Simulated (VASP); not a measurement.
# Ca2F in VASP: further runs, part 2 of 2

VASP 6.6.1.

## Step 3: Single point, PBE

This run uses another cell than the first one.

The input, INCAR:

```
SYSTEM = Ca2F
PREC = Accurate
ENCUT = 520
EDIFF = 1E-6
ISMEAR = 0
SIGMA = 0.1
LREAL = .FALSE.
LASPH = .TRUE.
NELM = 80
ALGO = Normal
ISIF = 2
LWAVE = .FALSE.
LCHARG = .FALSE.
LDIPOL = .TRUE.
IDIPOL = 3
DIPOL = 0.5 0.5 0.285
GGA = PE
NBANDS = 20
```

The input, KPOINTS:

```
regular mesh
0
G
  6 6 1
  0 0 0
```

The input, POSCAR:

```
Ca2F
1.0
    4.0125990159      0.0000000000      0.0000000000
   -2.0062995080      3.4750126830      0.0000000000
    0.0000000000      0.0000000000     29.7902539600
Ca F
2 1
Direct
    0.0000000000      0.0000000000      0.3559552102
    0.0000000000      0.0000000000      0.2147012206
    0.0000000000      0.0000000000      0.2853282154
```

Potentials or basis: VASP PAW PBE potentials, release 64 (Ca_sv, F).

The run is started by

```console
$ cat potpaw_PBE.64/Ca_sv/POTCAR potpaw_PBE.64/F/POTCAR > POTCAR
$ mpirun -np 1 vasp_std > vasp.out
```

Run time: 2.9 min. Hardware: 1 thread of Intel Xeon 8259CL, shared host; peak memory 0.48 GiB.

It converged, with:

```yaml
Free_energy: -10.0684 eV
Largest_force: 0.075 eV/Å
Band_gap_on_the_k_mesh: zero (an odd number of electrons rules out a gap without spin polarisation)
```

Forces on the atoms (eV/Å):
```
Ca   0.000  0.000  0.075
Ca   0.000  0.000 -0.075
F    0.000  0.000  0.000
```

Levels at points of the mesh, in eV from the Fermi level:
| k point | band 10 | band 11 | band 12 | band 13 | band 14 | band 15 | band 16 | band 17 | band 18 | band 19 |
| --- | --- | --- | --- | --- | --- | --- | --- | --- | --- | --- |
| (0.00, 0.00, 0.00) | -6.85 | -6.00 | -6.00 | -2.56 | -2.23 | 0.52 | 0.95 | 2.22 | 2.22 | 2.29 |
| (0.50, 0.00, 0.00) | -6.80 | -6.37 | -6.07 | -0.02 | 0.20 | 0.57 | 0.66 | 2.05 | 2.07 | 2.66 |

Caveat: an odd number of electrons without spin polarisation forces a metal; a magnetic or distorted state may lie lower.

## Step 4: Single point, PBE, collinear spin

The input, INCAR:

```
SYSTEM = Ca2F
PREC = Accurate
ENCUT = 520
EDIFF = 1E-7
ISMEAR = 0
SIGMA = 0.1
LREAL = .FALSE.
LASPH = .TRUE.
NELM = 150
ALGO = Normal
ISIF = 2
LWAVE = .FALSE.
LCHARG = .TRUE.
ISPIN = 2
MAGMOM = 0 0 1
LORBIT = 11
LDIPOL = .TRUE.
IDIPOL = 3
DIPOL = 0.5 0.5 0.500
GGA = PE
LELF = .TRUE.
LVHAR = .TRUE.
LVACPOTAV = .TRUE.
NBANDS = 24
```

The input, KPOINTS:

```
Automatic mesh
0
G
  6 6 1
  0 0 0
```

The input, POSCAR:

```
Ca2F
1.0
    3.3916700000      0.0000000000      0.0000000000
   -1.6958350000      2.9372720000      0.0000000000
    0.0000000000      0.0000000000     17.0000000000
Ca F
2 1
Direct
    0.0000000000      0.0000000000      0.5880919700
    0.0000000000      0.0000000000      0.4119080300
    0.0000000000      0.0000000000      0.5000000000
```

The run is started by

```console
$ cat potpaw_PBE.64/Ca_sv/POTCAR potpaw_PBE.64/F/POTCAR > POTCAR
$ mpirun -np 1 vasp_std > vasp.out
```

Run time: 4.1 min. Hardware: 1 thread of Intel Xeon 8259CL, shared host; peak memory 0.39 GiB.

Results (log left out):

```yaml
Free_energy: 1.3107 eV
Largest_force: 27.917 eV/Å
Net_moment: 0.00 μB per cell
Valence_electrons_inside_the_program's_atomic_spheres: Ca 8.98; F 6.44
```

Forces on the atoms (eV/Å):
```
Ca    0.000   0.000  27.917
Ca    0.000   0.000 -27.917
F     0.000   0.000   0.000
```

Levels at points of the mesh, in eV from the Fermi level:
Spin up:
```csv
k point,band 11,band 12,band 13,band 14,band 15,band 16,band 17,band 18
"(0.00, 0.00, 0.00)",-10.98,-7.30,-3.78,-2.28,-0.19,1.33,2.49,2.87
"(0.50, 0.00, 0.00)",-11.09,-7.19,-0.73,0.45,1.15,1.18,2.91,3.86
```
Spin down:
```csv
k point,band 12,band 13,band 14,band 15,band 16,band 17
"(0.00, 0.00, 0.00)",-7.30,-3.78,-2.28,-0.19,1.33,2.47
"(0.50, 0.00, 0.00)",-7.19,-0.73,0.45,1.15,1.18,2.91
```

## Step 5: Single point, PBE

This run uses another cell than the first one.

The input, INCAR:

```
SYSTEM = Ca2F
PREC = Accurate
ENCUT = 520
EDIFF = 1E-7
ISMEAR = 0
SIGMA = 0.1
LREAL = .False.
LASPH = .True.
NELM = 80
ALGO = Normal
ISIF = 2
LWAVE = .False.
LCHARG = .True.
LDIPOL = .True.
IDIPOL = 3
DIPOL = 0.5 0.5 0.285
GGA = PE
LELF = .True.
LVHAR = .True.
LVACPOTAV = .True.
NBANDS = 20
```

The input, KPOINTS:

```
Automatic mesh
0
Gamma
  12 12 1
  0 0 0
```

The input, POSCAR:

```
Ca2F
1.0
    4.0125990159      0.0000000000      0.0000000000
   -2.0062995080      3.4750126830      0.0000000000
    0.0000000000      0.0000000000     29.7902539600
Ca F
2 1
Direct
    0.0000000000      0.0000000000      0.3559552102
    0.0000000000      0.0000000000      0.2147012206
    0.0000000000      0.0000000000      0.2853282154
```

Potentials or basis: VASP PAW PBE potentials, release 64 (Ca_sv, F).

The run is started by

```console
$ cat potpaw_PBE.64/Ca_sv/POTCAR potpaw_PBE.64/F/POTCAR > POTCAR
$ mpirun -np 1 vasp_std > vasp.out
```

OUTCAR:

```text
SYSTEM = Ca2F
   PREC = Accurate
   ENCUT = 520
   EDIFF = 1E-7
   ISMEAR = 0
   LREAL = .False.
   LASPH = .True.
   NELM = 80
   ISIF = 2
   GGA = PE

 ion  position               nearest neighbor table
   1  0.000  0.000  0.356-   3 2.10
   2  0.000  0.000  0.215-   3 2.10
   3  0.000  0.000  0.285-   1 2.10   2 2.10

  LATTYP: Found a hexagonal cell.
 ALAT       =     4.0125990159
 C/A-ratio  =     7.4241791522

  Lattice vectors:

 A1 = (   4.0125990159,   0.0000000000,   0.0000000000)
 A2 = (  -2.0062995080,   3.4750126830,   0.0000000000)
 A3 = (   0.0000000000,   0.0000000000,  29.7902539600)

Analysis of symmetry for initial positions (statically):
=====================================================================
 Subroutine PRICEL returns:
 Original cell was already a primitive cell.

 Routine SETGRP: Setting up the symmetry group for a
 hexagonal supercell.

 Subroutine GETGRP returns: Found 24 space group operations
 (whereof 12 operations were pure point group operations)
 out of a pool of 24 trial point group operations.

The static configuration has the point symmetry C_6v.
 The point group associated with its full space group is D_6h.
[... 166 lines left out ...]
 cond. band min:      -1.7067921870   @ k =   0.2500   0.2500   0.0000
 fundamental gap:      0.0500147876
 Fermi energy:        -1.7313952865

 k-point     1 :       0.0000    0.0000    0.0000
  band No.  band energies     occupation
      1     -44.0322      2.00000
      2     -44.0271      2.00000
      3     -27.2249      2.00000
      4     -25.0783      2.00000
      5     -24.9916      2.00000
      6     -24.9916      2.00000
[... 426 lines left out ...]
     19       0.6389      0.00000
     20       0.6389      0.00000

------------------------ aborting loop because EDIFF is reached ----------------------------------------

 vacuum level on the upper side and lower side of the slab       (xc-potential included)        -0.088        -0.088

  FORCE on cell =-STRESS in cart. coord.  units (eV):
  Direction    XX          YY          ZZ          XY          YZ          ZX
  --------------------------------------------------------------------------------------
  -------------------------------------------------------------------------------------
  Total       -0.0892724     -0.0892724      0.3948379      0.0000000      0.0000000      0.0000000
  in kB       -0.3443272     -0.3443272      1.5229057      0.0000000      0.0000000      0.0000000
  external PRESSURE =       0.2780838 kB  Pullay stress =       0.0000000 kB

 VOLUME and BASIS-vectors are now :
 -----------------------------------------------------------------------------
  energy-cutoff  :      520.00
  volume of cell :      415.39
      direct lattice vectors                 reciprocal lattice vectors
     4.012599016  0.000000000  0.000000000     0.249215034  0.143884367  0.000000000
    -2.006299508  3.475012683  0.000000000     0.000000000  0.287768734  0.000000000
     0.000000000  0.000000000 29.790253960     0.000000000  0.000000000  0.033568025

 POSITION                                       TOTAL-FORCE (eV/Angst)
 -----------------------------------------------------------------------------------
      0.00000      0.00000     10.60400        -0.000000      0.000000      0.107581
      0.00000      0.00000      6.39600         0.000000     -0.000000     -0.107581
      0.00000      0.00000      8.50000        -0.000000     -0.000000      0.000000
 -----------------------------------------------------------------------------------
    total drift:                                0.000000      0.000000      0.000084

  FREE ENERGIE OF THE ION-ELECTRON SYSTEM (eV)
  ---------------------------------------------------
  free  energy   TOTEN  =       -10.1265614616 eV

  energy  without entropy=      -10.1146198745  energy(sigma->0) =      -10.12059067

 vacuum level on the upper side and lower side of the slab         1.201         1.201
```

It took 7.5 min on 1 thread of Intel Xeon 8259CL, shared host; peak memory 0.56 GiB.

Results:

```yaml
Free_energy: -10.1266 eV
Largest_force: 0.108 eV/Å
Band_gap_on_the_k_mesh: zero (an odd number of electrons rules out a gap without spin polarisation)
Work_function_of_the_upper_face: 2.93 eV
Work_function_of_the_lower_face: 2.93 eV
```

Forces on the atoms (eV/Å):
```
Ca   0.000  0.000  0.108
Ca   0.000  0.000 -0.108
F    0.000  0.000  0.000
```

Caveat: an odd number of electrons without spin polarisation forces a metal; a magnetic or distorted state may lie lower.

## Step 6: The runs side by side

```csv
spin,cell,k mesh,gap on the mesh (eV),largest force (eV/Å)
off,"a = 3.392, b = 3.392, c = 17.000 Å, angles 90.0, 90.0, 120.0°, 3 atoms, atomic positions A",6 × 6 × 1,none,27.92
off,"a = 4.013, b = 4.013, c = 29.790 Å, angles 90.0, 90.0, 120.0°, 3 atoms, atomic positions B",6 × 6 × 1,none,0.07
collinear,"a = 3.392, b = 3.392, c = 17.000 Å, angles 90.0, 90.0, 120.0°, 3 atoms, atomic positions A",6 × 6 × 1,none,27.92
off,"a = 4.013, b = 4.013, c = 29.790 Å, angles 90.0, 90.0, 120.0°, 3 atoms, atomic positions B",12 × 12 × 1,none,0.11
```

Alike in all rows: task single point; level PBE; potentials or basis VASP PAW PBE potentials, release 64 (Ca_sv, F); cutoff (eV) 520; smearing gaussian 0.1 eV.

Caveats: an odd number of electrons without spin polarisation forces a metal (at least some runs); a magnetic or distorted state may lie lower (at least some runs).

Absolute energies hang on the potentials; compare differences alone.
